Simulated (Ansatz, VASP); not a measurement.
**WS2 in VASP and in Ansatz**

```
W S
1.0
     3.15972    0.00000    0.00000
    -1.57986    2.73639    0.00000
     0.00000    0.00000   16.93947
W S
1 2
Direct
  0.33333 0.66667 0.00000
  0.66667 0.33333 0.90696
  0.66667 0.33333 0.09304
```

Alike in both runs: task single point; functional PBE; dispersion D3(BJ); k mesh 12 × 12 × 2; occupations gaussian, width 0.02 eV; no spin polarisation.

|  | VASP | Ansatz |
| --- | --- | --- |
| version | VASP 6.6.1 | Ansatz 0.2.0 |
| potentials or method | VASP PAW PBE potentials, release 64 (W_sv, S), cutoff 520 eV | scalar-relativistic, plane waves, PAW |
| valence electrons in the cell | 26 | 26 |

```tsv
	VASP	Ansatz	Ansatz less VASP
gap on the k mesh at the Fermi level (eV)	1.92	1.92	-0.004
least direct gap on the mesh (eV)	1.92	1.92	-0.004
```

Spin-orbit coupling is off throughout.
